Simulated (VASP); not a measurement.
Ir:

```
Ir
1.0
     0.00000    1.91560    1.91560
     1.91560    0.00000    1.91560
     1.91560    1.91560    0.00000
Ir
1
Direct
  0.00000 0.00000 0.00000
```

- Program: VASP 6.6.1
- Task: relaxation of cell and atoms
- Functional: LDA
- Potentials or basis: VASP PAW LDA potentials, release 64 (Ir_sv_GW)
- Cutoff: 500 eV
- k mesh: 12 × 12 × 12
- Occupations: fermi-dirac, width 0.05 eV
- Spin: no spin polarisation

At the start: pressure -8.4 GPa; volume 14.06 Å³/atom.

Q: How do energy, volume and symmetry change on relaxing?

A: Over 4 steps the energy falls by 7.7 meV/atom and the volume is 13.77 Å³/atom (-2.1 %); space group Fm-3m (No. 225, to 0.05 Å).

Step by step:
| step | energy change (eV) | largest force (eV/Å) | pressure (GPa) | volume (Å³) |
| --- | --- | --- | --- | --- |
| 1 | 0.0000 | 0.0000 | -8.35 | 14.06 |
| 2 | 0.1428 | 0.0000 | 45.76 | 12.62 |
| 3 | -0.0077 | 0.0000 | -0.36 | 13.78 |
| 4 | -0.0077 | 0.0000 | -0.05 | 13.77 |

Final structure:
```yaml
crystal:
  lattice:
    - [0.00000, 1.90240, 1.90240]
    - [1.90240, 0.00000, 1.90240]
    - [1.90240, 1.90240, 0.00000]
  atoms:
    - { symbol: Ir, position: [0.00000, 0.00000, 0.00000] }
```
